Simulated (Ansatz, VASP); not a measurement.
TiB2: VASP beside Ansatz

```
Ti B
1.0
     3.02920    0.00000    0.00000
    -1.51460    2.62336    0.00000
     0.00000    0.00000    3.22840
Ti B
1 2
Direct
  0.00000 0.00000 0.00000
  0.66667 0.33333 0.50000
  0.33333 0.66667 0.50000
```

Alike in both runs: functional r2SCAN; k mesh 6 × 6 × 5; occupations fermi-dirac, width 0.05 eV; no spin polarisation.

```csv
,VASP,Ansatz
version,VASP 6.6.1,Ansatz 0.2.0
potentials or method,"VASP PAW PBE potentials, release 64 (Ti_sv, B)",Ansatz PAW
plane-wave cutoff (eV),520,500
valence electrons in the cell,18,18
task,single point,projected density of states
```

Ansatz gave:

- gap on the k mesh at the Fermi level (eV): none
- pressure (GPa): -1.0
- traceless stress, the component that is largest in VASP (GPa): -1.57

Question: Which values does VASP return?

Answer: gap on the k mesh at the Fermi level (eV): none; pressure (GPa): -0.1; traceless stress, the component that is largest in VASP (GPa): -1.50.

VASP's potentials were made for PBE, not for r2SCAN. A gap of «none» marks a metal or a gap that the smearing closes. With one functional, cell and mesh, what is left measures potentials, basis and numerics.

The k mesh is coarse, so the values compare programs but aren't converged.
